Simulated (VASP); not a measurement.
# TiO2 (Pbcn) in VASP: further runs

TiO2 is run at these levels: LDA; tasks: single point.

All numbers are computed with VASP 6.6.1; they aren't measurements. Logs are shortened: lines on timing, memory, paths and dates and some standing lists are left out, and cuts for length are marked.

**1. The cell of the first run**

Symmetry: Pbcn, No. 60, orthorhombic system. Conventional cell: a = 4.498 Å, b = 5.442 Å, c = 4.843 Å, α = 90.00°, β = 90.00°, γ = 90.00°. Within 2.5 Å of Ti (site symmetry 2) lie 6 O at 1.86 to 2.06 Å. Within 3.0 Å of O (site symmetry 1) lie 3 Ti at 1.86 to 2.06 Å and 12 O at 2.55 to 2.94 Å.

**2. Single point, LDA**

INCAR reads:

```
ALGO     = Normal         # electronic algorithm
EDIFF    = 1E-6           # SCF threshold, eV
ENCUT    = 600            # plane-wave cutoff, eV
GGA_COMPAT= False        
ISIF     = 2              # what is computed and relaxed
ISMEAR   = 0              # smearing method
LASPH    = True           # aspherical terms in the spheres
LCHARG   = True           # write CHGCAR
LELF     = True           # ELF
LREAL    = False          # projectors in reciprocal space
LVHAR    = True         
LWAVE    = False          # write WAVECAR
NBANDS   = 60             # bands
NELM     = 120            # most SCF steps
PREC     = Accurate       # precision mode
SIGMA    = 0.1            # smearing width, eV
```

KPOINTS reads:

```
k-points
0
Gamma
  4 4 4
```

POSCAR reads:

```
TiO2
1.0
    4.4980982362      0.0000000000      0.0000000000
    0.0000000000      5.4423635666      0.0000000000
    0.0000000000      0.0000000000      4.8431857341
Ti O
4 8
Direct
    0.5000000000      0.6735850000      0.7500000000
    0.0000000000      0.8264150000      0.2500000000
    0.5000000000      0.3264150000      0.2500000000
    0.0000000000      0.1735850000      0.7500000000
    0.7284310614      0.6175893794      0.0814534912
    0.2284310614      0.8824106206      0.9185465088
    0.7715689386      0.8824106206      0.5814534912
    0.2715689386      0.6175893794      0.4185465088
    0.7284310614      0.3824106206      0.5814534912
    0.2284310614      0.1175893794      0.4185465088
    0.7715689386      0.1175893794      0.0814534912
    0.2715689386      0.3824106206      0.9185465088
```

Potentials or basis: VASP PAW LDA potentials, release 64 (Ti_sv, O).

Started as:

```
> cat potpaw_LDA.64/Ti_sv/POTCAR potpaw_LDA.64/O/POTCAR > POTCAR
> mpirun -np 1 vasp_std > vasp.out
```

OUTCAR:

```text
EDIFF = 1E-6
   ENCUT = 600
   ISIF = 2
   ISMEAR = 0
   LASPH = True
   LREAL = False
   NELM = 120
   PREC = Accurate

 ion  position               nearest neighbor table
   1  0.500  0.674  0.750-   6 1.86   7 1.86   5 1.93   8 1.93   9 2.06  12 2.06
   2  0.000  0.826  0.250-   5 1.86   8 1.86   7 1.93   6 1.93  10 2.06  11 2.06
   3  0.500  0.326  0.250-  10 1.86  11 1.86   9 1.93  12 1.93   5 2.06   8 2.06
   4  0.000  0.174  0.750-   9 1.86  12 1.86  11 1.93  10 1.93   6 2.06   7 2.06
   5  0.728  0.618  0.081-   2 1.86   1 1.93   3 2.06
   6  0.228  0.882  0.919-   1 1.86   2 1.93   4 2.06
   7  0.772  0.882  0.581-   1 1.86   2 1.93   4 2.06
   8  0.272  0.618  0.419-   2 1.86   1 1.93   3 2.06
   9  0.728  0.382  0.581-   4 1.86   3 1.93   1 2.06
  10  0.228  0.118  0.419-   3 1.86   4 1.93   2 2.06
  11  0.772  0.118  0.081-   3 1.86   4 1.93   2 2.06
  12  0.272  0.382  0.919-   4 1.86   3 1.93   1 2.06

  LATTYP: Found a simple orthorhombic cell.
 ALAT       =     4.4980982362
 B/A-ratio  =     1.0767185330
 C/A-ratio  =     1.2099254576

  Lattice vectors:

 A1 = (  -4.4980982362,   0.0000000000,   0.0000000000)
 A2 = (   0.0000000000,   0.0000000000,   4.8431857341)
 A3 = (   0.0000000000,   5.4423635666,   0.0000000000)

Analysis of symmetry for initial positions (statically):
=====================================================================
 Subroutine PRICEL returns:
 Original cell was already a primitive cell.

 Routine SETGRP: Setting up the symmetry group for a
 simple orthorhombic supercell.

 Subroutine GETGRP returns: Found  8 space group operations
 (whereof  2 operations were pure point group operations)
 out of a pool of  8 trial point group operations.

The static configuration has the point symmetry S_2 .
 The point group associated with its full space group is D_2h.

Analysis of symmetry for dynamics (positions and initial velocities):
=====================================================================
 Subroutine PRICEL returns:
 Original cell was already a primitive cell.

 Routine SETGRP: Setting up the symmetry group for a
 simple orthorhombic supercell.

 Subroutine GETGRP returns: Found  8 space group operations
 (whereof  2 operations were pure point group operations)
 out of a pool of  8 trial point group operations.

The dynamic configuration has the point symmetry S_2 .
 The point group associated with its full space group is D_2h.

 Subroutine INISYM returns: Found  8 space group operations
 (whereof  2 operations are pure point group operations),
 and found     1 'primitive' translations

----------------------------------------------------------------------------------------

                                     Primitive cell

  volume of cell :     118.5626

  direct lattice vectors                    reciprocal lattice vectors
     4.498098236  0.000000000  0.000000000     0.222316176  0.000000000  0.000000000
     0.000000000  5.442363567  0.000000000     0.000000000  0.183743697  0.000000000
     0.000000000  0.000000000  4.843185734     0.000000000  0.000000000  0.206475666

  length of vectors
     4.498098236  5.442363567  4.843185734     0.222316176  0.183743697  0.206475666

  position of ions in fractional coordinates (direct lattice)
     0.500000000  0.673585000  0.750000000
     0.000000000  0.826415000  0.250000000
     0.500000000  0.326415000  0.250000000
     0.000000000  0.173585000  0.750000000
     0.728431061  0.617589379  0.081453491
     0.228431061  0.882410621  0.918546509
     0.771568939  0.882410621  0.581453491
     0.271568939  0.617589379  0.418546509
     0.728431061  0.382410621  0.581453491
     0.228431061  0.117589379  0.418546509
     0.771568939  0.117589379  0.081453491
     0.271568939  0.382410621  0.918546509

  ion indices of the primitive-cell ions
   primitive index   ion index
                 1           1
                 2           2
                 3           3
                 4           4
                 5           5
                 6           6
                 7           7
                 8           8
                 9           9
                10          10
                11          11
                12          12

----------------------------------------------------------------------------------------

 KPOINTS: k-points

Automatic generation of k-mesh.
 Grid dimensions read from file:
 generate k-points for:    4    4    4

 Generating k-lattice:

  Cartesian coordinates                     Fractional coordinates (reciprocal lattice)
     0.055579044  0.000000000  0.000000000     0.250000000  0.000000000  0.000000000
     0.000000000  0.045935924  0.000000000     0.000000000  0.250000000  0.000000000
     0.000000000  0.000000000  0.051618916     0.000000000  0.000000000  0.250000000

  Length of vectors
     0.055579044  0.045935924  0.051618916

  Shift w.r.t. Gamma in fractional coordinates (k-lattice)
     0.000000000  0.000000000  0.000000000

 Subroutine IBZKPT returns following result:
 ===========================================

 Found     27 irreducible k-points:

 Following reciprocal coordinates:
            Coordinates               Weight
  0.000000  0.000000  0.000000      1.000000
  0.250000  0.000000  0.000000      2.000000
  0.500000  0.000000  0.000000      1.000000
  0.000000  0.250000  0.000000      2.000000
  0.250000  0.250000  0.000000      4.000000
  0.500000  0.250000  0.000000      2.000000
[... 16 lines left out ...]
  0.250000  0.250000  0.500000      4.000000
  0.500000  0.250000  0.500000      2.000000
 [... further k-points ...]
   k-points           NKPTS =     27   k-points in BZ     NKDIM =     27   number of bands    NBANDS=     60
   number of dos      NEDOS =    301   number of ions     NIONS =     12
   total plane-waves  NPLWV =  69120
   dimension x,y,z NGX =    36 NGY =   48 NGZ =   40
   dimension x,y,z NGXF=    72 NGYF=   96 NGZF=   80
   ions per type =               4   8
   NGX,Y,Z   is equivalent  to a cutoff of  13.31, 14.66, 13.73 a.u.
   NGXF,Y,Z  is equivalent  to a cutoff of  26.61, 29.32, 27.46 a.u.
 SYSTEM =  unknown system
   PREC   = accura    normal or accurate (medium, high low for compatibility)
   ISTART =      0    job   : 0-new  1-cont  2-samecut
   ICHARG =      2    charge: 1-file 2-atom 10-const
   ISPIN  =      1    spin polarized calculation?
   LNONCOLLINEAR =      F non collinear calculations
   LSORBIT =      F    spin-orbit coupling
   LASPH  =      T    aspherical Exc in radial PAW
   ENCUT  =  600.0 eV  44.10 Ry    6.64 a.u.   8.98 10.87  9.67*2*pi/ulx,y,z
   NELM   =    120;   NELMIN=  2; NELMDL= -5     # of ELM steps
   EDIFF  = 0.1E-05   stopping-criterion for ELM
   LREAL  =      F    real-space projection
[... 7 lines left out ...]
   TEBEG  =    0.0;   TEEND  =   0.0 temperature during run
   PSTRESS=    0.0 pullay stress
   NELECT =      96.0000    total number of electrons
   NUPDOWN=      -1.0000    fix difference up-down
   EMIN   =  10.00;   EMAX   =-10.00  energy-range for DOS
   EFERMI =   0.00;   METHOD = LEGACY
   ISMEAR =     0;   SIGMA  =   0.10  broadening in eV -4-tet -1-fermi 0-gaus
   EFERMI_NEDOS =   21; number of points for ismear=-14 and -15
   IALGO  =     38    algorithm
   IMIX   =      4    mixing-type and parameters
     AMIX     =   0.40;   BMIX     =  1.00
     AMIX_MAG =   1.60;   BMIX_MAG =  1.00
  volume/ion in A,a.u.               =       9.88        66.67
  Fermi-wavevector in a.u.,A,eV,Ry     =   1.525865  2.883466 31.677944  2.328263
  Thomas-Fermi vector in A             =   2.633977
   LORBIT       =      0    0 simple, 1 ext, 2 COOP (PROOUT), +10 PAW based schemes
   GGA     = CA    functional components
   LHFCALC =     F    Hartree Fock is set to
   AEXX    =    0.0000 exact exchange contribution
   IVDW    =     0    specifies the selected vdW correction
   LEPSILON=     F    determine dielectric tensor
   LRPA    =     F    only Hartree local field effects (RPA)
 non-spin polarized calculation
 Gauss-broadening in eV      SIGMA  =   0.10
  energy-cutoff  :      600.00
  volume of cell :      118.56
 maximum number of plane-waves:      3992
 NGX is ok and might be reduce to    36
   NGX = 17   NGY = 21   NGZ = 19

 number of electron      96.0000014 magnetization

 Free energy of the ion-electron system (eV)
  ---------------------------------------------------
  ext. energy  EPLUGINS =         0.00000000
  ---------------------------------------------------
  free energy    TOTEN  =      -117.67625082 eV

  energy without entropy =     -117.67625082  energy(sigma->0) =     -117.67625082

 E-fermi :   5.1614     XC(G=0): -12.3010

 val. band max:        4.7224535877   @ k =   0.0000   0.0000   0.0000
 cond. band min:       7.3740627627   @ k =   0.0000   0.0000   0.5000
 fundamental gap:      2.6516091750
 Fermi energy:         5.1614032695

 k-point     1 :       0.0000    0.0000    0.0000
  band No.  band energies     occupation
      1     -50.8292      2.00000
      2     -50.8002      2.00000
      3     -50.7901      2.00000
      4     -50.7829      2.00000
      5     -27.7424      2.00000
      6     -27.6352      2.00000
[... 52 lines left out ...]
     59       9.3241      0.00000
     60       9.6204      0.00000

 k-point     2 :       0.2500    0.0000    0.0000
  band No.  band energies     occupation
      1     -50.8249      2.00000
      2     -50.8044      2.00000
      3     -50.7890      2.00000
      4     -50.7839      2.00000
      5     -27.7138      2.00000
      6     -27.6193      2.00000
[... 52 lines left out ...]
     59       9.1204      0.00000
     60       9.2886      0.00000

 k-point     3 :       0.5000    0.0000    0.0000
  band No.  band energies     occupation
      1     -50.8146      2.00000
      2     -50.8146      2.00000
      3     -50.7864      2.00000
      4     -50.7864      2.00000
      5     -27.6441      2.00000
      6     -27.6441      2.00000
[... 1312 lines left out ...]
     59       9.2922      0.00000
     60       9.2922      0.00000

 k-point    24 :       0.5000    0.2500    0.5000
  band No.  band energies     occupation
      1     -50.8005      2.00000
      2     -50.8005      2.00000
      3     -50.8005      2.00000
      4     -50.8005      2.00000
      5     -27.6655      2.00000
      6     -27.6655      2.00000
[... 52 lines left out ...]
     59       8.8692      0.00000
     60       8.8692      0.00000

 [... further k-points ...]
[... 5 lines left out ...]
  --------------------------------------------------------------------------------------
  -------------------------------------------------------------------------------------
  Total        0.7084669      0.5008065      0.7344434      0.0000000      0.0000000     -0.0000000
  in kB        9.5737595      6.7675724      9.9247898      0.0000000      0.0000000     -0.0000000
  external PRESSURE =       8.7553739 kB  Pullay stress =       0.0000000 kB

 VOLUME and BASIS-vectors are now :
 -----------------------------------------------------------------------------
  energy-cutoff  :      600.00
  volume of cell :      118.56
      direct lattice vectors                 reciprocal lattice vectors
     4.498098236  0.000000000  0.000000000     0.222316176  0.000000000  0.000000000
     0.000000000  5.442363567  0.000000000     0.000000000  0.183743697  0.000000000
     0.000000000  0.000000000  4.843185734     0.000000000  0.000000000  0.206475666

 POSITION                                       TOTAL-FORCE (eV/Angst)
 -----------------------------------------------------------------------------------
      2.24905      3.66589      3.63239        -0.000000     -0.041689     -0.000000
      0.00000      4.49765      1.21080        -0.000000      0.041689     -0.000000
      2.24905      1.77647      1.21080        -0.000000      0.041689     -0.000000
      0.00000      0.94471      3.63239        -0.000000     -0.041689     -0.000000
      3.27655      3.36115      0.39449        -0.011967     -0.032240      0.000746
      1.02751      4.80240      4.44869        -0.011967      0.032240     -0.000746
      3.47059      4.80240      2.81609         0.011967      0.032240      0.000746
      1.22154      3.36115      2.02710         0.011967     -0.032240     -0.000746
      3.27655      2.08122      2.81609        -0.011967      0.032240      0.000746
      1.02751      0.63996      2.02710        -0.011967     -0.032240     -0.000746
      3.47059      0.63996      0.39449         0.011967     -0.032240      0.000746
      1.22154      2.08122      4.44869         0.011967      0.032240     -0.000746
 -----------------------------------------------------------------------------------
    total drift:                                0.000000      0.000000      0.000000

  FREE ENERGIE OF THE ION-ELECTRON SYSTEM (eV)
  ---------------------------------------------------
  free  energy   TOTEN  =      -117.6762508193 eV

  energy  without entropy=     -117.6762508193  energy(sigma->0) =     -117.67625082
```

Run time: 5.2 min. Hardware: 1 thread of Oxide Virtual Turin-like, shared host; peak memory 0.28 GiB.

What came out:

```yaml
Free_energy: -117.6763 eV
Pressure: 0.9 GPa
Largest_force: 0.042 eV/Å
Band_gap_on_the_k_mesh: 2.65 eV (least direct gap 2.71 eV)
```

Forces in eV/Å, atoms in the order of the input:
```
Ti   0.000 -0.042  0.000
Ti   0.000  0.042  0.000
Ti   0.000  0.042  0.000
Ti   0.000 -0.042  0.000
O   -0.012 -0.032  0.001
O   -0.012  0.032 -0.001
O    0.012  0.032  0.001
O    0.012 -0.032 -0.001
O   -0.012  0.032  0.001
O   -0.012 -0.032 -0.001
O    0.012 -0.032  0.001
O    0.012  0.032 -0.001
```

Levels at points of the mesh, in eV from the valence-band top:
```
           k point  band 45  band 46  band 47  band 48  band 49  band 50  band 51  band 52
(0.00, 0.00, 0.00)    -0.52    -0.40    -0.02     0.00     2.71     2.72     2.86     2.87
(0.50, 0.00, 0.00)    -0.51    -0.51    -0.26    -0.26     3.18     3.18     3.32     3.32
(0.00, 0.50, 0.00)    -1.23    -1.23    -0.15    -0.15     2.84     2.84     3.32     3.32
(0.50, 0.50, 0.00)    -0.56    -0.56    -0.37    -0.37     3.02     3.02     3.03     3.03
(0.00, 0.00, 0.50)    -0.47    -0.47    -0.30    -0.30     2.65     2.65     3.11     3.11
(0.50, 0.00, 0.50)    -0.50    -0.50    -0.50    -0.50     3.05     3.05     3.05     3.05
(0.00, 0.50, 0.50)    -0.46    -0.46    -0.46    -0.46     2.97     2.97     2.97     2.97
(0.50, 0.50, 0.50)    -0.84    -0.84    -0.84    -0.84     3.06     3.06     3.06     3.06
```

**3. Single point, LDA**

This run uses another cell than the first one, of 10.26 Å³/atom.

INCAR reads:

```
PREC = Accurate
ENCUT = 600
EDIFF = 1E-6
ISMEAR = 0
SIGMA = 0.1
LREAL = False
LASPH = True
NELM = 120
ALGO = Normal
ISIF = 2
LWAVE = False
LCHARG = False
NBANDS = 60
GGA_COMPAT = False
```

KPOINTS reads:

```
Automatic mesh
0
Gamma
  4 4 4
```

POSCAR reads:

```
TiO2
1.0
    4.5453495500      0.0000000000      0.0000000000
    0.0000000000      5.5196194400      0.0000000000
    0.0000000000      0.0000000000      4.9091968600
Ti O
4 8
Direct
    0.5000000000      0.6729909300      0.7500000000
    0.0000000000      0.8270090700      0.2500000000
    0.5000000000      0.3270090700      0.2500000000
    0.0000000000      0.1729909300      0.7500000000
    0.7285493800      0.6182753600      0.0813509200
    0.2285493800      0.8817246400      0.9186490800
    0.7714506200      0.8817246400      0.5813509200
    0.2714506200      0.6182753600      0.4186490800
    0.7285493800      0.3817246400      0.5813509200
    0.2285493800      0.1182753600      0.4186490800
    0.7714506200      0.1182753600      0.0813509200
    0.2714506200      0.3817246400      0.9186490800
```

Potentials or basis: VASP PAW LDA potentials, release 64 (Ti_sv, O).

Started as:

```
> cat potpaw_LDA.64/Ti_sv/POTCAR potpaw_LDA.64/O/POTCAR > POTCAR
> mpirun -np 1 vasp_std > vasp.out
```

Wall time 5.4 min (1 thread of Oxide Virtual Turin-like, shared host); peak memory 0.28 GiB.

Results (log left out):

| Property | Result |
| --- | --- |
| Free energy | -117.5773 eV |
| Pressure | -8.4 GPa |
| Largest force | 0.100 eV/Å |
| Band gap on the k mesh | 2.52 eV (least direct gap 2.58 eV) |

Forces on the atoms (eV/Å):
```
Ti   0.000  0.025  0.000
Ti   0.000 -0.025  0.000
Ti   0.000 -0.025  0.000
Ti   0.000  0.025  0.000
O   -0.046  0.089  0.002
O   -0.046 -0.089 -0.002
O    0.046 -0.089  0.002
O    0.046  0.089 -0.002
O   -0.046 -0.089  0.002
O   -0.046  0.089 -0.002
O    0.046  0.089  0.002
O    0.046 -0.089 -0.002
```

Stress tensor (GPa, compression positive):
```
-8.20  0.00  0.00
 0.00 -8.18  0.00
 0.00  0.00 -8.95
```

Levels at points of the mesh, in eV from the valence-band top:
| k point | band 46 | band 47 | band 48 | band 49 | band 50 | band 51 |
| --- | --- | --- | --- | --- | --- | --- |
| (0.00, 0.00, 0.00) | -0.42 | -0.03 | 0.00 | 2.58 | 2.59 | 2.73 |
| (0.50, 0.00, 0.00) | -0.51 | -0.26 | -0.26 | 3.01 | 3.01 | 3.15 |
| (0.00, 0.50, 0.00) | -1.23 | -0.15 | -0.15 | 2.70 | 2.70 | 3.14 |
| (0.50, 0.50, 0.00) | -0.56 | -0.37 | -0.37 | 2.87 | 2.87 | 2.89 |
| (0.00, 0.00, 0.50) | -0.46 | -0.31 | -0.31 | 2.52 | 2.52 | 2.95 |
| (0.50, 0.00, 0.50) | -0.50 | -0.50 | -0.50 | 2.90 | 2.90 | 2.90 |
| (0.00, 0.50, 0.50) | -0.46 | -0.46 | -0.46 | 2.82 | 2.82 | 2.82 |
| (0.50, 0.50, 0.50) | -0.82 | -0.82 | -0.82 | 2.91 | 2.91 | 2.91 |

Caveat: the cell stands under tension. A k mesh can miss the band edges.
